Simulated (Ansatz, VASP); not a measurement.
**Nb5O: VASP beside Ansatz**

Contents of INCAR:

```
PREC = Accurate
ENCUT = 520
EDIFF = 1E-6
ISMEAR = 0
SIGMA = 0.1
LREAL = F
LASPH = T
NELM = 150
ALGO = Normal
ISIF = 2
LWAVE = F
LCHARG = F
ISPIN = 2
MAGMOM = 0 0 0 0 0 0
LORBIT = 11
LMAXMIX = 4
GGA = PE
NBANDS = 48
```

The input KPOINTS:

```
Automatic mesh
0
Gamma
  6 6 4
```

Contents of POSCAR:

```
Nb5O
1.0
    3.8777204100      0.0000000000      0.0000000000
   -1.9388602000      3.3582043800      0.0000000000
    0.0000000000      0.0000000000      6.8943024900
Nb O
5 1
Direct
    0.3333333300      0.6666666700      0.3201413500
    0.6666666700      0.3333333300      0.3201413500
    0.6666666700      0.3333333300      0.6798586500
    0.3333333300      0.6666666700      0.6798586500
    0.0000000000      0.0000000000      0.0000000000
    0.0000000000      0.0000000000      0.5000000000
```

Input for Ansatz:

```yaml
crystal:
  lattice:
    - [3.87772041, 0.0, 0.0]
    - [-1.9388602, 3.35820438, 0.0]
    - [0.0, 0.0, 6.89430249]
  atoms:
    - { symbol: Nb, position: [0.33333333, 0.66666667, 0.32014135] }
    - { symbol: Nb, position: [0.66666667, 0.33333333, 0.32014135] }
    - { symbol: Nb, position: [0.66666667, 0.33333333, 0.67985865] }
    - { symbol: Nb, position: [0.33333333, 0.66666667, 0.67985865] }
    - { symbol: Nb, position: [0.0, 0.0, 0.0] }
    - { symbol: O, position: [0.0, 0.0, 0.5] }
basis:
  ecutwfc: 420
kpoints:
  mp_grid: { grid: [6, 6, 4] }
hamiltonian:
  xc: pbe
scf:
  occupations: { method: gaussian, width: 0.1 }
  lower_state_search: "off"
output:
  forces: true
  stress: true
  eigenvalues: true
  populations: true
magnetization:
  spin_polarized: true
```

Alike in both runs: task single point; functional PBE; k mesh 6 × 6 × 4; occupations gaussian, width 0.1 eV; collinear spin.

|  | VASP | Ansatz |
| --- | --- | --- |
| version | VASP 6.6.1 | Ansatz 0.2.0 |
| potentials or method | VASP PAW PBE potentials, release 64 (Nb_sv, O), cutoff 520 eV | scalar-relativistic, plane waves, PAW |
| valence electrons in the cell | 71 | 71 |

```tsv
	VASP	Ansatz	Ansatz less VASP
gap on the k mesh at the Fermi level (eV)	none	none	-
rms of the force components (eV/Å)	2.399	2.389	-0.0094
```

Atom by atom the forces differ by 0.009 eV/Å (rms over components). A gap of «none» marks a metal or a gap that the smearing closes. Ansatz's warnings: no starting moments, stability check not made.
